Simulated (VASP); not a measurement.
# BaTiO3 (P4mm) in VASP: further runs

The runs below take BaTiO3 through single point, with PBE+U.

Everything below comes from runs of VASP 6.6.1. Logs are shortened: lines on timing, memory, paths and dates and some standing lists are left out, and cuts for length are marked.

## 1. The cell of the first run

The structure is tetragonal, space group P4mm (No. 99). Conventional cell: a = 4.096 Å, b = 4.096 Å, c = 4.096 Å, α = 90.00°, β = 90.00°, γ = 90.00°. Within 3.8 Å of Ba (site symmetry 4mm) lie 12 O at 2.88 to 2.92 Å and 8 Ti at 3.53 to 3.57 Å. Ti (site symmetry 4mm) has 6 O at 1.96 to 2.14 Å within 2.6 Å. O (site symmetry 4mm) has 2 Ti at 1.96 to 2.14 Å within 2.6 Å. O (site symmetry 2mm) has 2 Ti at 2.05 Å within 2.7 Å.

## 2. Single point, PBE+U

The input, INCAR:

```
SYSTEM = BaTiO3
PREC = Accurate
ENCUT = 520
EDIFF = 1E-6
ISMEAR = 0
SIGMA = 0.05
LREAL = .FALSE.
LASPH = .TRUE.
NELM = 150
ALGO = Normal
ISIF = 2
LWAVE = .FALSE.
LCHARG = .FALSE.
LMAXMIX = 4
LDAU = .TRUE.
LDAUTYPE = 2
LDAUL = -1 2 -1
LDAUU = 0 4 0
LDAUJ = 0 0 0
LDAUPRINT = 1
GGA = PE
NBANDS = 28
```

The input, KPOINTS:

```
Automatic mesh
0
G
  8 8 8
  0 0 0
```

The input, POSCAR:

```
BaTiO3
1.0
    4.0961333662      0.0000000000      0.0000000000
    0.0000000000      4.0961333662      0.0000000000
    0.0000000000      0.0000000000      4.0961333662
Ba Ti O
1 1 3
Direct
    0.5002289314      0.5000000000      0.5000000000
    0.0084728830      0.0000000000      0.0000000000
    0.4862243621      0.0000000000      0.0000000000
   -0.0067695954      0.5000000000      0.0000000000
   -0.0067695954      0.0000000000      0.5000000000
```

Potentials or basis: VASP PAW PBE potentials, release 64 (Ba_sv, Ti_sv, O).

Command:

```sh
$ cat potpaw_PBE.64/Ba_sv/POTCAR potpaw_PBE.64/Ti_sv/POTCAR potpaw_PBE.64/O/POTCAR > POTCAR
$ mpirun -np 1 vasp_std > vasp.out
```

OUTCAR:

```text
SYSTEM = BaTiO3
   PREC = Accurate
   ENCUT = 520
   EDIFF = 1E-6
   ISMEAR = 0
   LREAL = .FALSE.
   LASPH = .TRUE.
   NELM = 150
   ISIF = 2
   GGA = PE

 ion  position               nearest neighbor table
   1  0.500  0.500  0.500-   4 2.88   5 2.88   4 2.88   5 2.88   3 2.90   3 2.90   3 2.90   3 2.90
                             4 2.92   5 2.92   4 2.92   5 2.92   2 3.53   2 3.53   2 3.53   2 3.53
   2  0.008  0.000  0.000-   3 1.96   4 2.05   5 2.05   5 2.05   4 2.05   3 2.14   1 3.53   1 3.53
                             1 3.53   1 3.53   1 3.57   1 3.57   1 3.57   1 3.57
   3  0.486  0.000  0.000-   2 1.96   2 2.14   1 2.90   1 2.90   1 2.90   1 2.90
   4  0.993  0.500  0.000-   2 2.05   2 2.05   1 2.88   1 2.88   1 2.92   1 2.92
   5  0.993  0.000  0.500-   2 2.05   2 2.05   1 2.88   1 2.88   1 2.92   1 2.92

  LATTYP: Found a simple cubic cell.
 ALAT       =     4.0961333662

  Lattice vectors:

 A1 = (   4.0961333662,   0.0000000000,   0.0000000000)
 A2 = (   0.0000000000,   4.0961333662,   0.0000000000)
 A3 = (   0.0000000000,   0.0000000000,   4.0961333662)

Analysis of symmetry for initial positions (statically):
=====================================================================
 Subroutine PRICEL returns:
 Original cell was already a primitive cell.

 Routine SETGRP: Setting up the symmetry group for a
 simple cubic supercell.

 Subroutine GETGRP returns: Found  8 space group operations
 (whereof  8 operations were pure point group operations)
 out of a pool of 48 trial point group operations.

The static configuration has the point symmetry C_4v.

Analysis of symmetry for dynamics (positions and initial velocities):
=====================================================================
 Subroutine PRICEL returns:
 Original cell was already a primitive cell.

 Routine SETGRP: Setting up the symmetry group for a
 simple cubic supercell.

 Subroutine GETGRP returns: Found  8 space group operations
 (whereof  8 operations were pure point group operations)
 out of a pool of 48 trial point group operations.

The dynamic configuration has the point symmetry C_4v.

[... 159 lines left out ...]

  0.1036  0.0000  0.0000 -0.0000 -0.0000
  0.0000  0.1000  0.0000  0.0000 -0.0000
  0.0000  0.0000  0.2246  0.0000 -0.0026
 -0.0000  0.0000  0.0000  0.1036  0.0000
 -0.0000 -0.0000 -0.0026  0.0000  0.2276

 occupancies and eigenvectors

  o =  0.1000  v =  0.0000 -1.0000  0.0000 -0.0000  0.0000  0.0000  0.0000  0.0000  0.0000  0.0000      0.0000  0.0000  0.0000  0.0000  0.0000  0.0000  0.0000  0.0000  0.0000  0.0000
  o =  0.1000  v =  0.0000  0.0000  0.0000  0.0000  0.0000  0.0000 -1.0000  0.0000 -0.0000  0.0000      0.0000  0.0000  0.0000  0.0000  0.0000  0.0000  0.0000  0.0000  0.0000  0.0000
  o =  0.1036  v =  0.0000  0.0000  0.0000  0.0000  0.0000  1.0000  0.0000  0.0000  0.0000  0.0000      0.0000  0.0000  0.0000  0.0000  0.0000  0.0000  0.0000  0.0000  0.0000  0.0000
  o =  0.1036  v =  1.0000  0.0000  0.0000  0.0000  0.0000  0.0000  0.0000  0.0000  0.0000  0.0000      0.0000  0.0000  0.0000  0.0000  0.0000  0.0000  0.0000  0.0000  0.0000  0.0000
  o =  0.1036  v =  0.0000 -0.0000  0.0000  1.0000 -0.0000  0.0000  0.0000  0.0000  0.0000  0.0000      0.0000  0.0000  0.0000  0.0000  0.0000  0.0000  0.0000  0.0000  0.0000  0.0000
  o =  0.1036  v =  0.0000  0.0000  0.0000  0.0000  0.0000  0.0000 -0.0000  0.0000  1.0000 -0.0000      0.0000  0.0000  0.0000  0.0000  0.0000  0.0000  0.0000  0.0000  0.0000  0.0000
  o =  0.2231  v =  0.0000  0.0000  0.8660 -0.0000  0.5000  0.0000  0.0000  0.0000  0.0000  0.0000      0.0000  0.0000  0.0000  0.0000  0.0000  0.0000  0.0000  0.0000  0.0000  0.0000
  o =  0.2231  v =  0.0000  0.0000  0.0000  0.0000  0.0000  0.0000  0.0000  0.8660 -0.0000  0.5000      0.0000  0.0000  0.0000  0.0000  0.0000  0.0000  0.0000  0.0000  0.0000  0.0000
  o =  0.2291  v =  0.0000  0.0000  0.0000  0.0000  0.0000  0.0000 -0.0000 -0.5000  0.0000  0.8660      0.0000  0.0000  0.0000  0.0000  0.0000  0.0000  0.0000  0.0000  0.0000  0.0000
  o =  0.2291  v =  0.0000 -0.0000 -0.5000  0.0000  0.8660  0.0000  0.0000  0.0000  0.0000  0.0000      0.0000  0.0000  0.0000  0.0000  0.0000  0.0000  0.0000  0.0000  0.0000  0.0000

 number of electron      39.9999996 magnetization

 Free energy of the ion-electron system (eV)
  ---------------------------------------------------
  ext. energy  EPLUGINS =         0.00000000
  ---------------------------------------------------
  free energy    TOTEN  =       -37.32702057 eV

  energy without entropy =      -37.32702057  energy(sigma->0) =      -37.32702057

 E-fermi :   3.8516     XC(G=0): -10.9043

 val. band max:        3.4706761163   @ k =   0.5000   0.5000   0.5000
 cond. band min:       5.5426818954   @ k =   0.0000   0.0000   0.0000
 fundamental gap:      2.0720057791
 Fermi energy:         3.8516008948

 k-point     1 :       0.0000    0.0000    0.0000
  band No.  band energies     occupation
      1     -54.5616      2.00000
      2     -30.7025      2.00000
      3     -30.6906      2.00000
      4     -30.6906      2.00000
      5     -21.5497      2.00000
      6     -13.3328      2.00000
[... 733 lines left out ...]
     27      11.2941      0.00000
     28      11.5732      0.00000

 [... further k-points ...]

------------------------ aborting loop because EDIFF is reached ----------------------------------------

  FORCE on cell =-STRESS in cart. coord.  units (eV):
  Direction    XX          YY          ZZ          XY          YZ          ZX
  --------------------------------------------------------------------------------------
  -------------------------------------------------------------------------------------
  Total       -1.3630463     -1.7925682     -1.7925682      0.0000000      0.0000000      0.0000000
  in kB      -31.7759786    -41.7891952    -41.7891952      0.0000000      0.0000000      0.0000000
  external PRESSURE =     -38.4514563 kB  Pullay stress =       0.0000000 kB

 VOLUME and BASIS-vectors are now :
 -----------------------------------------------------------------------------
  energy-cutoff  :      520.00
  volume of cell :       68.73
      direct lattice vectors                 reciprocal lattice vectors
     4.096133366  0.000000000  0.000000000     0.244132676  0.000000000  0.000000000
     0.000000000  4.096133366  0.000000000     0.000000000  0.244132676  0.000000000
     0.000000000  0.000000000  4.096133366     0.000000000  0.000000000  0.244132676

 POSITION                                       TOTAL-FORCE (eV/Angst)
 -----------------------------------------------------------------------------------
      2.04900      2.04807      2.04807         0.017297     -0.000000     -0.000000
      0.03471      0.00000      0.00000         0.004985      0.000000     -0.000000
      1.99164      0.00000      0.00000         0.021622     -0.000000      0.000000
      4.06840      2.04807      0.00000        -0.021952     -0.000000      0.000000
      4.06840      0.00000      2.04807        -0.021952     -0.000000      0.000000
 -----------------------------------------------------------------------------------
    total drift:                                0.000123      0.000000      0.000000

  FREE ENERGIE OF THE ION-ELECTRON SYSTEM (eV)
  ---------------------------------------------------
  free  energy   TOTEN  =       -37.3270205711 eV

  energy  without entropy=      -37.3270205711  energy(sigma->0) =      -37.32702057
```

OSZICAR:

```text
N       E                     dE             d eps       ncg     rms          rms(c)
DAV:   1     0.428541535570E+03    0.42854E+03   -0.20207E+04  4200   0.150E+03
DAV:   2    -0.817080555643E+01   -0.43671E+03   -0.41766E+03  4968   0.411E+02
DAV:   3    -0.475957301487E+02   -0.39425E+02   -0.39113E+02  4980   0.131E+02
DAV:   4    -0.495840132079E+02   -0.19883E+01   -0.19838E+01  6684   0.253E+01
DAV:   5    -0.496177764415E+02   -0.33763E-01   -0.33752E-01  5512   0.324E+00    0.220E+01
DAV:   6    -0.373187170653E+02    0.12299E+02   -0.59548E+01  6204   0.642E+01    0.872E+00
DAV:   7    -0.374059299999E+02   -0.87213E-01   -0.75328E+00  5480   0.162E+01    0.510E+00
DAV:   8    -0.373571973450E+02    0.48733E-01   -0.14439E+00  5220   0.102E+01    0.252E+00
DAV:   9    -0.373322990454E+02    0.24898E-01   -0.23712E-01  5128   0.409E+00    0.105E+00
DAV:  10    -0.373486899176E+02   -0.16391E-01   -0.12034E-01  4848   0.215E+00    0.120E+00
DAV:  11    -0.373274540672E+02    0.21236E-01   -0.92267E-02  5356   0.267E+00    0.203E-01
DAV:  12    -0.373270953538E+02    0.35871E-03   -0.32189E-03  4900   0.487E-01    0.942E-02
DAV:  13    -0.373270619253E+02    0.33429E-04   -0.15833E-03  5852   0.290E-01    0.672E-02
DAV:  14    -0.373270219231E+02    0.40002E-04   -0.30560E-04  6016   0.147E-01    0.192E-02
DAV:  15    -0.373270244791E+02   -0.25560E-05   -0.32848E-05  4788   0.560E-02    0.152E-02
DAV:  16    -0.373270220937E+02    0.23854E-05   -0.46389E-06  4772   0.143E-02    0.925E-03
DAV:  17    -0.373270205219E+02    0.15718E-05   -0.39275E-06  4332   0.153E-02    0.181E-03
DAV:  18    -0.373270205711E+02   -0.49271E-07   -0.77075E-07  3064   0.488E-03
   1 F= -.37327021E+02 E0= -.37327021E+02  d E =-.357564E-29
```

It took 97 s on 1 thread of Intel Xeon 6975P-C, shared host; peak memory 0.27 GiB.

Results:

| Quantity | Value |
| --- | --- |
| Free energy | -37.3270 eV |
| Pressure | -3.8 GPa |
| Largest force | 0.022 eV/Å |
| Band gap on the k mesh | 2.07 eV, indirect (least direct gap 2.37 eV) |

Forces in eV/Å, atoms in the order of the input:
```
Ba   0.017  0.000  0.000
Ti   0.005  0.000  0.000
O    0.022  0.000  0.000
O   -0.022  0.000  0.000
O   -0.022  0.000  0.000
```

Levels at points of the mesh, in eV from the valence-band top:
```tsv
k point	band 17	band 18	band 19	band 20	band 21	band 22	band 23	band 24
(0.00, 0.00, 0.00)	-1.01	-0.31	-0.30	-0.30	2.07	2.14	2.14	3.53
(0.50, 0.00, 0.00)	-1.74	-1.74	-0.77	-0.77	2.23	3.53	3.60	3.60
(0.00, 0.50, 0.00)	-1.66	-1.59	-0.86	-0.83	2.29	3.55	3.57	3.58
(0.50, 0.50, 0.00)	-1.89	-0.92	-0.92	-0.12	3.59	3.61	3.99	4.23
(0.00, 0.50, 0.50)	-1.92	-0.98	-0.98	-0.08	3.59	3.59	3.99	4.20
(0.50, 0.50, 0.50)	-2.33	-0.04	-0.04	0.00	4.18	4.18	4.18	6.24
```

Eigenvalues of the final occupation matrices:
```csv
site,spin,trace,eigenvalues
site 2 d,1,0.76,0.10 0.10 0.10 0.22 0.23
site 2 d,2,0.76,0.10 0.10 0.10 0.22 0.23
```

Caveat: spin-orbit coupling is left out, which moves the levels of the heavy elements.

[end of part 1 of 2]
